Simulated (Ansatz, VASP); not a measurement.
Two plane-wave programs on Ba

```xyz
4
Lattice="-4.1529 4.1529 3.6267 4.1529 -4.1529 3.6267 4.1529 4.1529 -3.6267" Properties=species:S:1:pos:R:3 pbc="T T T"
Ba    1.4678    2.6851    3.6267
Ba    2.6851    1.4678    0.0000
Ba    2.6851   -1.4678    3.6267
Ba    1.4678    5.6207    0.0000
```

Alike in both runs: task single point; functional PBE; k mesh 8 × 8 × 8; occupations gaussian, width 0.1 eV; no spin polarisation.

```csv
,VASP,Ansatz
version,VASP 6.6.1,Ansatz 0.2.0
potentials or method,"VASP PAW PBE potentials, release 64 (Ba_sv), cutoff 500 eV","scalar-relativistic, plane waves, PAW"
valence electrons in the cell,40,40
```

```tsv
	VASP	Ansatz	Ansatz less VASP
gap on the k mesh at the Fermi level (eV)	none	none	-
pressure (GPa)	0.4	0.3	-0.07
traceless stress, the component that is largest in VASP (GPa)	0.78	0.77	-0.005
rms of the force components (eV/Å)	0.037	0.035	-0.0022
```

Atom by atom the forces differ by 0.002 eV/Å (rms over components). A gap of «none» marks a metal or a gap that the smearing closes. With one functional, cell and mesh, what is left measures potentials, basis and numerics.

Spin-orbit coupling is off throughout.
